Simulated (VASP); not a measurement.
Input of a VASP 6.6.1 run:

File INCAR:

```
SYSTEM = Dy3C
ALGO = Normal
EDIFF = 1E-7
EDIFFG = -0.04
ENCUT = 600
GGA = PE
GGA_COMPAT = .False.
IBRION = 2
ISIF = 3
ISMEAR = 0
LASPH = .True.
LCHARG = .False.
LMAXMIX = 6
LREAL = .False.
LWAVE = .False.
NELM = 200
NELMIN = 4
NSW = 90
PREC = Accurate
SIGMA = 0.1
```

Contents of KPOINTS:

```
k-points
0
Gamma
  6 6 6
  0 0 0
```

Contents of POSCAR:

```
Dy3C
1.0
   -1.8831012267      1.8831012267      6.4472422260
    1.8831012267     -1.8831012267      6.4472422260
    1.8831012267      1.8831012267     -6.4472422260
Dy C
3 1
Direct
    0.1732465017      0.1732465017      0.0000000000
    0.8267534983      0.8267534983      0.0000000000
    0.5000000000      0.5000000000      0.0000000000
    0.0000000000      0.0000000000      0.0000000000
```

Potentials or basis: VASP PAW PBE potentials, release 64 (Dy_3, C), 4f in core.

Run with:

```console
$ cat potpaw_PBE.64/Dy_3/POTCAR potpaw_PBE.64/C/POTCAR > POTCAR
$ mpirun -np 1 vasp_std > vasp.out
```

Problem. Predict the band gap on the k mesh.

Solution. Zero (an odd number of electrons rules out a gap without spin polarisation).

Problem. Predict the relaxed volume.

Solution. 24.17 Å³/atom.

Stress tensor (GPa, compression positive):
```
-0.24  0.00  0.00
 0.00 -0.24  0.00
 0.00  0.00  0.05
```

Caveat: spin-orbit coupling is left out, which moves the levels of the heavy elements; the 4f electrons are frozen in the core, so they carry no moment and show no levels. Spin polarisation is off, so any magnetic state and its effect on volume and gap are missing.
